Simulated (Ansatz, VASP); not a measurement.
# TaN in VASP and in Ansatz

The input INCAR:

```
ALGO = Normal
EDIFF = 1E-7
ENCUT = 520
GGA = CA
ISIF = 2
ISMEAR = 0
LASPH = T
LCHARG = T
LELF = T
LREAL = F
LVHAR = T
LWAVE = F
NBANDS = 15
NELM = 60
PREC = Accurate
SIGMA = 0.1
```

KPOINTS

```
k-points
0
Gamma
  16 16 16
```

The input POSCAR:

```
TaN
1.0
    0.0000000000      2.1474698700      2.1474698700
    2.1474698700      0.0000000000      2.1474698700
    2.1474698700      2.1474698700      0.0000000000
Ta N
1 1
Direct
    0.5000000000      0.5000000000      0.5000000000
    0.0000000000      0.0000000000      0.0000000000
```

Input for Ansatz:

```yaml
crystal:
  lattice:
    - [0.0, 2.14746987, 2.14746987]
    - [2.14746987, 0.0, 2.14746987]
    - [2.14746987, 2.14746987, 0.0]
  atoms:
    - { symbol: Ta, position: [0.5, 0.5, 0.5] }
    - { symbol: "N", position: [0.0, 0.0, 0.0] }
basis:
  ecutwfc: 420
kpoints:
  mp_grid: { grid: [16, 16, 16] }
hamiltonian:
  xc: lda
scf:
  occupations: { method: gaussian, width: 0.1 }
output:
  forces: true
  stress: true
  eigenvalues: true
  populations: true
```

Alike in both runs: task single point; functional LDA; k mesh 16 × 16 × 16; occupations gaussian, width 0.1 eV; no spin polarisation.

|  | VASP | Ansatz |
| --- | --- | --- |
| version | VASP 6.6.1 | Ansatz 0.2.0 |
| potentials or method | VASP PAW LDA potentials, release 64 (Ta_pv, N), cutoff 520 eV | scalar-relativistic, plane waves, PAW |
| valence electrons in the cell | 16 | 18 |

VASP gave:

```
gap on the k mesh at the Fermi level (eV) : none
pressure (GPa)                            : 17.5
```

Problem. Which values does Ansatz return?

Solution. gap on the k mesh at the Fermi level (eV): none; pressure (GPa): 15.2.

LDA's correlation is that of Perdew and Zunger in VASP and of Perdew and Wang (1992) in Ansatz. A gap of «none» marks a metal or a gap that the smearing closes. VASP's potentials hold 16 valence electrons a cell and Ansatz's 18, so a difference there can come from the potentials and not from the codes.

Spin-orbit coupling is off throughout.
